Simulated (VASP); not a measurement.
Set up this calculation in VASP 6.6.1, as the native input.

* Task: relaxation of cell and atoms
* Functional: PBEsol
* Potentials or basis: VASP PAW PBE potentials, release 64 (Cd, Se)
* Cutoff: 500 eV
* k mesh: 6 × 6 × 4
* Occupations: gaussian, width 0.1 eV
* Spin: no spin polarisation
* Dipole correction: no
* Further INCAR settings: ALGO = Normal; EDIFF = 1e-07; IBRION = 2; EDIFFG = -0.002; NSW = 100; ISIF = 3

The structure of CdSe lies in POSCAR:

```
CdSe
1.0
    4.6835207238      0.0000000000      0.0000000000
   -2.3417603619      4.0560479260      0.0000000000
    0.0000000000      0.0000000000      5.6307087645
Cd Se
2 2
Direct
    0.3333333333      0.6666666667      0.0000000000
    0.6666666667      0.3333333333      0.5000000000
    0.3333333333      0.6666666667      0.5000000000
    0.6666666667      0.3333333333      1.0000000000
```

The input as run:

INCAR

```
SYSTEM = CdSe
ALGO = Normal
EDIFF = 1E-7
EDIFFG = -0.002
ENCUT = 500
GGA = PS
GGA_COMPAT = .FALSE.
IBRION = 2
ISIF = 3
ISMEAR = 0
LASPH = .TRUE.
LCHARG = .FALSE.
LREAL = .FALSE.
LWAVE = .FALSE.
NELM = 120
NELMIN = 4
NSW = 100
PREC = Accurate
SIGMA = 0.1
```

KPOINTS

```
k-points
0
G
  6 6 4
  0 0 0
```

Potentials or basis: VASP PAW PBE potentials, release 64 (Cd, Se).

Command:

```bash
$ cat potpaw_PBE.64/Cd/POTCAR potpaw_PBE.64/Se/POTCAR > POTCAR
$ mpirun -np 1 vasp_std > vasp.out
```

It gave:

```yaml
Relaxed_volume: 26.90 Å³/atom
Relaxed_cell: a = 4.587 Å, b = 4.587 Å, c = 5.905 Å, α = 90.00°, β = 90.00°, γ = 120.00°
Space_group_after_relaxing_to_0.1_Å: P6_3/mmc (No. 194)
Energy_gained_by_relaxing: 14.0 meV/atom
Ionic_steps: 10
Pressure_after_relaxing: 0.0 GPa
Band_gap_on_the_k_mesh: 0.07 eV (least direct gap 0.38 eV)
```

Caveat: the smearing spreads over this small gap; semilocal functionals underestimate gaps, and a narrow one can read as zero; the PAW data sets were made with another functional, which shifts forces and pressure a little.

Run time: 3 min on 1 thread of Intel(R) Xeon(R) Platinum 8375C CPU @ 2.90GHz (Ice Lake) (shared host), peak memory 0.24 GiB.
